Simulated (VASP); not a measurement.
# MgO (P6_3mc) in VASP: notebook, part 2 of 2

VASP 6.6.1. The steps go on from the part before.

## (3) Single point, PBE

This run uses another cell than the first one, of 13.67 Å³/atom, 1.012 times its volume.

INCAR reads:

```
SYSTEM = MgO
PREC = Accurate ; ENCUT = 520
EDIFF = 1E-6 ; ISMEAR = 0
SIGMA = 0.05 ; LREAL = .FALSE.
LASPH = .TRUE. ; NELM = 80
ALGO = Normal ; ISIF = 2
LWAVE = .FALSE. ; LCHARG = .FALSE.
GGA = PE ; NBANDS = 26
```

KPOINTS reads:

```
Automatic mesh
0
G
  9 9 2
  0 0 0
```

POSCAR reads:

```
MgO
1.0
    3.3352000000      0.0000000000      0.0000000000
   -1.6676000000      2.8883679267      0.0000000000
    0.0000000000      0.0000000000     11.3550000000
Mg O
4 4
Direct
    0.3333333333      0.6666666667      0.9694906392
    0.0000000000      0.0000000000      0.2208211786
    0.0000000000      0.0000000000      0.7208211786
    0.6666666667      0.3333333333      0.4694906392
    0.3333333333      0.6666666667      0.7800420079
    0.0000000000      0.0000000000      0.5296443544
    0.0000000000      0.0000000000      0.0296443544
    0.6666666667      0.3333333333      0.2800420079
```

Potentials or basis: VASP PAW PBE potentials, release 64 (Mg, O).

Command:

```sh
cat potpaw_PBE.64/Mg/POTCAR potpaw_PBE.64/O/POTCAR > POTCAR
mpirun -np 1 vasp_std > vasp.out
```

OUTCAR:

```text
SYSTEM = MgO
   PREC = Accurate
   ENCUT = 520
   EDIFF = 1E-6
   ISMEAR = 0
   LREAL = .FALSE.
   LASPH = .TRUE.
   NELM = 80
   ISIF = 2
   GGA = PE

 ion  position               nearest neighbor table
   1  0.333  0.667  0.969-   7 2.04   7 2.04   7 2.04   5 2.15   3 3.42   3 3.42   3 3.42   2 3.44
                             2 3.44   2 3.44
   2  0.000  0.000  0.221-   8 2.04   8 2.04   8 2.04   7 2.17   4 3.42   4 3.42   4 3.42   1 3.44
                             1 3.44   1 3.44
   3  0.000  0.000  0.721-   5 2.04   5 2.04   5 2.04   6 2.17   1 3.42   1 3.42   1 3.42   4 3.44
                             4 3.44   4 3.44
[... 914 lines left out ...]
  Total       -4.8861388     -4.8861388    -10.5864568      0.0000000      0.0000000      0.0000000
  in kB      -71.5673359    -71.5673359   -155.0599629      0.0000000      0.0000000      0.0000000
  external PRESSURE =     -99.3982116 kB  Pullay stress =       0.0000000 kB

 VOLUME and BASIS-vectors are now :
 -----------------------------------------------------------------------------
  energy-cutoff  :      520.00
  volume of cell :      109.39
      direct lattice vectors                 reciprocal lattice vectors
     3.335200000  0.000000000  0.000000000     0.299832094  0.173108140  0.000000000
    -1.667600000  2.888367927  0.000000000     0.000000000  0.346216280  0.000000000
     0.000000000  0.000000000 11.355000000     0.000000000  0.000000000  0.088066931

 POSITION                                       TOTAL-FORCE (eV/Angst)
 -----------------------------------------------------------------------------------
     -0.00000      1.92558     11.00857        -0.000000     -0.000000     -0.169576
      0.00000      0.00000      2.50742         0.000000     -0.000000     -0.181886
      0.00000      0.00000      8.18492        -0.000000      0.000000     -0.181886
      1.66760      0.96279      5.33107         0.000000     -0.000000     -0.169576
     -0.00000      1.92558      8.85738         0.000000     -0.000000      0.201816
      0.00000      0.00000      6.01411        -0.000000     -0.000000      0.149647
      0.00000      0.00000      0.33661        -0.000000     -0.000000      0.149647
      1.66760      0.96279      3.17988        -0.000000      0.000000      0.201816
 -----------------------------------------------------------------------------------
    total drift:                               -0.000000     -0.000000     -0.001655

  FREE ENERGIE OF THE ION-ELECTRON SYSTEM (eV)
  ---------------------------------------------------
  free  energy   TOTEN  =       -46.3958262658 eV

  energy  without entropy=      -46.3958262658  energy(sigma->0) =      -46.39582627
```

stdout:

```text
POSCAR found type information on POSCAR MgO
 POSCAR found :  2 types and       8 ions
 scaLAPACK will be used
 LDA part: xc-table for (Slater+PW92), standard interpolation
 POSCAR, INCAR and KPOINTS ok, starting setup
 FFT: planning ... GRIDC
 FFT: planning ... GRID_SOFT
 FFT: planning ... GRID
 WAVECAR not read
 entering main loop
```

Wall time 57 s (1 thread of Intel Xeon 6975P-C (Granite Rapids), shared host); peak memory 0.26 GiB.

Results:

```yaml
Free_energy: -46.3958 eV
Pressure: -9.9 GPa
Largest_force: 0.202 eV/Å
Band_gap_on_the_k_mesh: 2.90 eV, direct
```

Forces on the atoms (eV/Å):
```
Mg   0.000  0.000 -0.170
Mg   0.000  0.000 -0.182
Mg   0.000  0.000 -0.182
Mg   0.000  0.000 -0.170
O    0.000  0.000  0.202
O    0.000  0.000  0.150
O    0.000  0.000  0.150
O    0.000  0.000  0.202
```

Stress tensor (GPa, compression positive):
```
 -7.16   0.00   0.00
  0.00  -7.16   0.00
  0.00   0.00 -15.51
```

Levels at points of the mesh, in eV from the valence-band top:
```csv
k point,band 12,band 13,band 14,band 15,band 16,band 17,band 18,band 19,band 20,band 21
"(0.00, 0.00, 0.00)",-0.06,-0.06,-0.06,0.00,0.00,2.90,5.12,5.19,7.86,8.57
"(0.00, 0.00, 0.50)",-0.14,-0.02,-0.02,-0.02,-0.02,3.69,3.69,6.67,6.67,9.82
```

## (4) Single point, PBE

This run uses another cell than the first one, of 13.78 Å³/atom, 1.020 times its volume.

INCAR reads:

```
SYSTEM = MgO
PREC     = Accurate       ! precision mode
ENCUT    = 520            ! plane-wave cutoff, eV
EDIFF    = 1E-6           ! SCF threshold, eV
ISMEAR   = 0              ! smearing method
SIGMA    = 0.05           ! smearing width, eV
LREAL    = .FALSE.        ! projectors in reciprocal space
LASPH    = .TRUE.         ! aspherical terms in the spheres
NELM     = 80             ! most SCF steps
ALGO     = Normal         ! electronic algorithm
ISIF     = 2              ! what is computed and relaxed
LWAVE    = .FALSE.        ! write WAVECAR
LCHARG   = .TRUE.         ! write CHGCAR
GGA      = PE             ! functional
LELF     = .TRUE.         ! ELF
LVHAR    = .TRUE.       
NBANDS   = 26             ! bands
```

KPOINTS is that of step 3.

Edit POSCAR of step 3 so:

```diff
@@ -2,5 +2,5 @@
 1.0
-    3.3352000000      0.0000000000      0.0000000000
-   -1.6676000000      2.8883679267      0.0000000000
-    0.0000000000      0.0000000000     11.3550000000
+    3.3899000000      0.0000000000      0.0000000000
+   -1.6949500000      2.9357395163      0.0000000000
+    0.0000000000      0.0000000000     11.0746000000
 Mg O
```

Command:

```sh
cat potpaw_PBE.64/Mg/POTCAR potpaw_PBE.64/O/POTCAR > POTCAR
mpirun -np 1 vasp_std > vasp.out
```

Run time: 62 s. Hardware: 1 thread of Intel Xeon 6975P-C (Granite Rapids), shared host; peak memory 0.25 GiB.

Results (log left out):

* Free energy: -46.4427 eV
* Pressure: -10.9 GPa
* Largest force: 0.106 eV/Å
* Band gap on the k mesh: 2.87 eV, direct

Forces in eV/Å, atoms in the order of the input:
```
Mg   0.000  0.000 -0.092
Mg   0.000  0.000 -0.078
Mg   0.000  0.000 -0.078
Mg   0.000  0.000 -0.092
O    0.000  0.000  0.106
O    0.000  0.000  0.064
O    0.000  0.000  0.064
O    0.000  0.000  0.106
```

Stress tensor (GPa, compression positive):
```
-10.17   0.00   0.00
  0.00 -10.17   0.00
  0.00   0.00 -12.48
```

Levels at points of the mesh, in eV from the valence-band top:
| k point | band 13 | band 14 | band 15 | band 16 | band 17 | band 18 | band 19 | band 20 |
| --- | --- | --- | --- | --- | --- | --- | --- | --- |
| (0.00, 0.00, 0.00) | -0.14 | -0.05 | -0.05 | 0.00 | 2.87 | 5.08 | 5.17 | 7.70 |
| (0.00, 0.00, 0.50) | -0.08 | -0.08 | -0.08 | -0.08 | 3.66 | 3.66 | 6.62 | 6.62 |

A hybrid or GW would open this gap; PBE tends to underestimate it.

## (5) Single point, PBE

This run uses another cell than the first one, of 13.86 Å³/atom, 1.027 times its volume.

INCAR reads:

```
SYSTEM = MgO
  PREC = Accurate
  ENCUT = 520
  EDIFF = 1E-6
  ISMEAR = 0
  SIGMA = 0.05
  LREAL = .FALSE.
  LASPH = .TRUE.
  NELM = 100
  ALGO = Normal
  ISIF = 2
  LWAVE = .FALSE.
  LCHARG = .TRUE.
  GGA = PE
  LELF = .TRUE.
  LVHAR = .TRUE.
  NBANDS = 26
```

KPOINTS reads:

```
regular mesh
0
G
  9 9 2
  0 0 0
```

Edit POSCAR of step 4 so:

```diff
@@ -2,5 +2,5 @@
 1.0
-    3.3899000000      0.0000000000      0.0000000000
-   -1.6949500000      2.9357395163      0.0000000000
-    0.0000000000      0.0000000000     11.0746000000
+    3.4446000000      0.0000000000      0.0000000000
+   -1.7223000000      2.9831111059      0.0000000000
+    0.0000000000      0.0000000000     10.7943000000
 Mg O
```

Potentials or basis: VASP PAW PBE potentials, release 64 (Mg, O).

Command:

```sh
cat potpaw_PBE.64/Mg/POTCAR potpaw_PBE.64/O/POTCAR > POTCAR
mpirun -np 1 vasp_std > vasp.out
```

OUTCAR:

```text
SYSTEM = MgO
   PREC = Accurate
   ENCUT = 520
   EDIFF = 1E-6
   ISMEAR = 0
   LREAL = .FALSE.
   LASPH = .TRUE.
   NELM = 100
   ISIF = 2
   GGA = PE

 ion  position               nearest neighbor table
   1  0.333  0.667  0.969-   5 2.04   7 2.09   7 2.09   7 2.09   3 3.34   3 3.34   3 3.34   2 3.36
                             2 3.36   2 3.36
   2  0.000  0.000  0.221-   7 2.06   8 2.09   8 2.09   8 2.09   4 3.34   4 3.34   4 3.34   1 3.36
                             1 3.36   1 3.36
   3  0.000  0.000  0.721-   6 2.06   5 2.09   5 2.09   5 2.09   1 3.34   1 3.34   1 3.34   4 3.36
                             4 3.36   4 3.36
   4  0.667  0.333  0.469-   8 2.04   6 2.09   6 2.09   6 2.09   2 3.34   2 3.34   2 3.34   3 3.36
                             3 3.36   3 3.36
   5  0.333  0.667  0.780-   1 2.04   3 2.09   3 2.09   3 2.09
   6  0.000  0.000  0.530-   3 2.06   4 2.09   4 2.09   4 2.09
   7  0.000  0.000  0.030-   2 2.06   1 2.09   1 2.09   1 2.09
   8  0.667  0.333  0.280-   4 2.04   2 2.09   2 2.09   2 2.09

  LATTYP: Found a hexagonal cell.
 ALAT       =     3.4446000000
 C/A-ratio  =     3.1336875109

  Lattice vectors:

 A1 = (   3.4446000000,   0.0000000000,   0.0000000000)
 A2 = (  -1.7223000000,   2.9831111059,   0.0000000000)
 A3 = (   0.0000000000,   0.0000000000,  10.7943000000)

Analysis of symmetry for initial positions (statically):
=====================================================================
 Subroutine PRICEL returns:
 Original cell was already a primitive cell.

 Routine SETGRP: Setting up the symmetry group for a
 hexagonal supercell.

 Subroutine GETGRP returns: Found 12 space group operations
 (whereof  6 operations were pure point group operations)
 out of a pool of 24 trial point group operations.

The static configuration has the point symmetry C_3v.
 The point group associated with its full space group is C_6v.

Analysis of symmetry for dynamics (positions and initial velocities):
[... 146 lines left out ...]
  Thomas-Fermi vector in A             =   2.217767
   LORBIT       =      0    0 simple, 1 ext, 2 COOP (PROOUT), +10 PAW based schemes
   GGA     = PE    functional components
   LHFCALC =     F    Hartree Fock is set to
   AEXX    =    0.0000 exact exchange contribution
   IVDW    =     0    specifies the selected vdW correction
   LEPSILON=     F    determine dielectric tensor
   LRPA    =     F    only Hartree local field effects (RPA)
 non-spin polarized calculation
 Gauss-broadening in eV      SIGMA  =   0.05
  energy-cutoff  :      520.00
  volume of cell :      110.92
 maximum number of plane-waves:      3017
 NGX is ok and might be reduce to    28
   NGX = 13   NGY = 13   NGZ = 41

 number of electron      31.9999996 magnetization

 Free energy of the ion-electron system (eV)
  ---------------------------------------------------
  ext. energy  EPLUGINS =         0.00000000
  ---------------------------------------------------
  free energy    TOTEN  =       -46.37977659 eV

  energy without entropy =      -46.37977659  energy(sigma->0) =      -46.37977659

 E-fermi :   0.4395     XC(G=0):  -9.0746

 val. band max:        0.1622470142   @ k =   0.0000   0.0000   0.0000
 cond. band min:       2.9319689686   @ k =   0.0000   0.0000   0.0000
 fundamental gap:      2.7697219543
 Fermi energy:         0.4395473936

 k-point     1 :       0.0000    0.0000    0.0000
  band No.  band energies     occupation
      1     -15.4472      2.00000
      2     -15.2002      2.00000
      3     -15.1872      2.00000
      4     -14.9242      2.00000
      5      -2.5355      2.00000
      6      -1.5530      2.00000
[... 685 lines left out ...]
     25      11.5020      0.00000
     26      11.5857      0.00000

------------------------ aborting loop because EDIFF is reached ----------------------------------------

  FORCE on cell =-STRESS in cart. coord.  units (eV):
  Direction    XX          YY          ZZ          XY          YZ          ZX
  --------------------------------------------------------------------------------------
  -------------------------------------------------------------------------------------
  Total       -8.7997901     -8.7997901     -6.1723657      0.0000000      0.0000000      0.0000000
  in kB     -127.1101366   -127.1101366    -89.1578372      0.0000000      0.0000000      0.0000000
  external PRESSURE =    -114.4593701 kB  Pullay stress =       0.0000000 kB

 VOLUME and BASIS-vectors are now :
 -----------------------------------------------------------------------------
  energy-cutoff  :      520.00
  volume of cell :      110.92
      direct lattice vectors                 reciprocal lattice vectors
     3.444600000  0.000000000  0.000000000     0.290309470  0.167610251  0.000000000
    -1.722300000  2.983111106  0.000000000     0.000000000  0.335220501  0.000000000
     0.000000000  0.000000000 10.794300000     0.000000000  0.000000000  0.092641487

 POSITION                                       TOTAL-FORCE (eV/Angst)
 -----------------------------------------------------------------------------------
     -0.00000      1.98874     10.46497         0.000000     -0.000000      0.044850
      0.00000      0.00000      2.38361         0.000000     -0.000000      0.090124
      0.00000      0.00000      7.78076         0.000000     -0.000000      0.090124
      1.72230      0.99437      5.06782        -0.000000      0.000000      0.044850
     -0.00000      1.98874      8.42001         0.000000     -0.000000     -0.051530
      0.00000      0.00000      5.71714         0.000000     -0.000000     -0.083444
      0.00000      0.00000      0.31999         0.000000     -0.000000     -0.083444
      1.72230      0.99437      3.02286        -0.000000      0.000000     -0.051530
 -----------------------------------------------------------------------------------
    total drift:                                0.000000      0.000000      0.000044

  FREE ENERGIE OF THE ION-ELECTRON SYSTEM (eV)
  ---------------------------------------------------
  free  energy   TOTEN  =       -46.3797765948 eV

  energy  without entropy=      -46.3797765948  energy(sigma->0) =      -46.37977659
```

OSZICAR:

```text
N       E                     dE             d eps       ncg     rms          rms(c)
DAV:   1     0.142751919251E+03    0.14275E+03   -0.13782E+04  1248   0.105E+03
DAV:   2    -0.424562987276E+02   -0.18521E+03   -0.17444E+03  1670   0.226E+02
DAV:   3    -0.548273256809E+02   -0.12371E+02   -0.12303E+02  1598   0.596E+01
DAV:   4    -0.549167299785E+02   -0.89404E-01   -0.89359E-01  1486   0.586E+00
DAV:   5    -0.549173778477E+02   -0.64787E-03   -0.64773E-03  1558   0.493E-01    0.164E+01
DAV:   6    -0.466061202242E+02    0.83113E+01   -0.34449E+01  1348   0.324E+01    0.640E+00
DAV:   7    -0.464088228995E+02    0.19730E+00   -0.78186E-01  1288   0.561E+00    0.333E+00
DAV:   8    -0.463816805448E+02    0.27142E-01   -0.27393E-01  1346   0.469E+00    0.684E-01
DAV:   9    -0.463769819926E+02    0.46986E-02   -0.14545E-02  1676   0.830E-01    0.192E-01
DAV:  10    -0.463797413409E+02   -0.27593E-02   -0.34493E-03  1316   0.310E-01    0.780E-02
DAV:  11    -0.463797619624E+02   -0.20621E-04   -0.11350E-04  1564   0.776E-02    0.251E-02
DAV:  12    -0.463797763437E+02   -0.14381E-04   -0.28558E-05  1324   0.353E-02    0.405E-03
DAV:  13    -0.463797765948E+02   -0.25112E-06   -0.19207E-06  1382   0.911E-03
   1 F= -.46379777E+02 E0= -.46379777E+02  d E =-.771130E-17
```

stdout:

```text
POSCAR found type information on POSCAR MgO
 POSCAR found :  2 types and       8 ions
 scaLAPACK will be used
 LDA part: xc-table for (Slater+PW92), standard interpolation
 POSCAR, INCAR and KPOINTS ok, starting setup
 FFT: planning ... GRIDC
 FFT: planning ... GRID_SOFT
 FFT: planning ... GRID
 WAVECAR not read
 entering main loop
```

It took 55 s on 1 thread of Intel Xeon 6975P-C (Granite Rapids), shared host; peak memory 0.25 GiB.

Results:

```yaml
Free_energy: -46.3798 eV
Pressure: -11.4 GPa
Largest_force: 0.090 eV/Å
Band_gap_on_the_k_mesh: 2.77 eV, direct
```

Forces on the atoms (eV/Å):
```
Mg   0.000  0.000  0.045
Mg   0.000  0.000  0.090
Mg   0.000  0.000  0.090
Mg   0.000  0.000  0.045
O    0.000  0.000 -0.052
O    0.000  0.000 -0.083
O    0.000  0.000 -0.083
O    0.000  0.000 -0.052
```

Stress tensor (GPa, compression positive):
```
-12.71   0.00   0.00
  0.00 -12.71   0.00
  0.00   0.00  -8.92
```

Levels at points of the mesh, in eV from the valence-band top:
```csv
k point,band 14,band 15,band 16,band 17,band 18,band 19
"(0.00, 0.00, 0.00)",-0.15,-0.15,0.00,2.77,4.98,5.10
"(0.00, 0.00, 0.50)",-0.18,-0.18,-0.18,3.58,3.58,6.52
```

## (6) Single point, PBE

This run uses another cell than the first one, of 14.13 Å³/atom, 1.046 times its volume.

INCAR reads:

```
ALGO = Normal
EDIFF = 1E-7
ENCUT = 520
GGA = PE
ISIF = 2
ISMEAR = 0
LASPH = T
LCHARG = F
LREAL = F
LWAVE = F
NBANDS = 26
NELM = 60
PREC = Accurate
SIGMA = 0.05
```

KPOINTS reads:

```
k-points
0
Gamma
  9 9 2
```

Edit POSCAR of step 5 so:

```diff
@@ -2,5 +2,5 @@
 1.0
-    3.4446000000      0.0000000000      0.0000000000
-   -1.7223000000      2.9831111059      0.0000000000
-    0.0000000000      0.0000000000     10.7943000000
+    3.3899000000      0.0000000000      0.0000000000
+   -1.6949500000      2.9357395163      0.0000000000
+    0.0000000000      0.0000000000     11.3550000000
 Mg O
```

Potentials or basis: VASP PAW PBE potentials, release 64 (Mg, O).

Command:

```sh
cat potpaw_PBE.64/Mg/POTCAR potpaw_PBE.64/O/POTCAR > POTCAR
mpirun -np 1 vasp_std > vasp.out
```

Wall time 79 s (1 thread of Intel Xeon 6975P-C (Granite Rapids), shared host); peak memory 0.25 GiB.

The run converged. Its results:

```
Free energy            : -46.1970 eV
Pressure               : -12.3 GPa
Largest force          : 0.137 eV/Å
Band gap on the k mesh : 2.77 eV, direct
```

Forces in eV/Å, atoms in the order of the input:
```
Mg   0.000  0.000 -0.112
Mg   0.000  0.000 -0.108
Mg   0.000  0.000 -0.108
Mg   0.000  0.000 -0.112
O    0.000  0.000  0.137
O    0.000  0.000  0.083
O    0.000  0.000  0.083
O    0.000  0.000  0.137
```

Stress tensor (GPa, compression positive):
```
-10.58   0.00   0.00
  0.00 -10.58   0.00
  0.00   0.00 -15.85
```

Levels at points of the mesh, in eV from the valence-band top:
```csv
k point,band 12,band 13,band 14,band 15,band 16,band 17,band 18,band 19,band 20,band 21
"(0.00, 0.00, 0.00)",-0.07,-0.07,-0.01,0.00,0.00,2.77,4.95,5.03,7.61,8.45
"(0.00, 0.00, 0.50)",-0.15,-0.02,-0.02,-0.02,-0.02,3.55,3.55,6.48,6.48,9.65
```

## (7) Summary

| cell | gap on the mesh (eV) | pressure (GPa) | largest force (eV/Å) |
| --- | --- | --- | --- |
| a = 3.445, b = 3.445, c = 10.514 Å, angles 90.0, 90.0, 120.0°, 8 atoms | 2.85 | -9.4 | 0.29 |
| a = 3.335, b = 3.335, c = 11.355 Å, angles 90.0, 90.0, 120.0°, 8 atoms | 2.90 | -9.9 | 0.20 |
| a = 3.390, b = 3.390, c = 11.075 Å, angles 90.0, 90.0, 120.0°, 8 atoms | 2.87 | -10.9 | 0.11 |
| a = 3.445, b = 3.445, c = 10.794 Å, angles 90.0, 90.0, 120.0°, 8 atoms | 2.77 | -11.4 | 0.09 |
| a = 3.390, b = 3.390, c = 11.355 Å, angles 90.0, 90.0, 120.0°, 8 atoms | 2.77 | -12.3 | 0.14 |

Alike in all rows: task single point; level PBE; potentials or basis VASP PAW PBE potentials, release 64 (Mg, O); no spin polarisation; k mesh 9 × 9 × 2; cutoff (eV) 520; smearing gaussian 0.05 eV.

Total energies depend on the potentials used, so only differences within one code and one set of settings carry meaning.
